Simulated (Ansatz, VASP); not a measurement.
Hg in VASP and in Ansatz

```
Hg
1.0
     4.70894    0.00000    0.00000
     0.00000    4.12693    0.00000
    -0.54135    0.00000    3.08413
Hg
2
Cartesian
  2.0838 0.0000 1.5421
  -0.2707 2.0635 1.5421
```

Change from the starting cell: equal strain along all axes, cell held, atoms relaxed: +1.0 %.

Alike in both runs: task single point; functional PBE; k mesh 10 × 10 × 14; occupations gaussian, width 0.1 eV; no spin polarisation.

|  | VASP | Ansatz |
| --- | --- | --- |
| version | VASP 6.6.1 | Ansatz 0.2.0 |
| potentials or method | VASP PAW PBE potentials, release 64 (Hg), cutoff 520 eV | scalar-relativistic, plane waves, PAW |
| valence electrons in the cell | 24 | 40 |

```tsv
	VASP	Ansatz	Ansatz less VASP
gap on the k mesh at the Fermi level (eV)	none	none	-
pressure (GPa)	-0.1	-0.3	-0.15
traceless stress, the component that is largest in VASP (GPa)	-0.09	-0.07	+0.021
```

A gap of «none» marks a metal or a gap that the smearing closes. VASP's potentials hold 24 valence electrons a cell and Ansatz's 40, so a difference there can come from the potentials and not from the codes.

Spin-orbit coupling is off throughout.
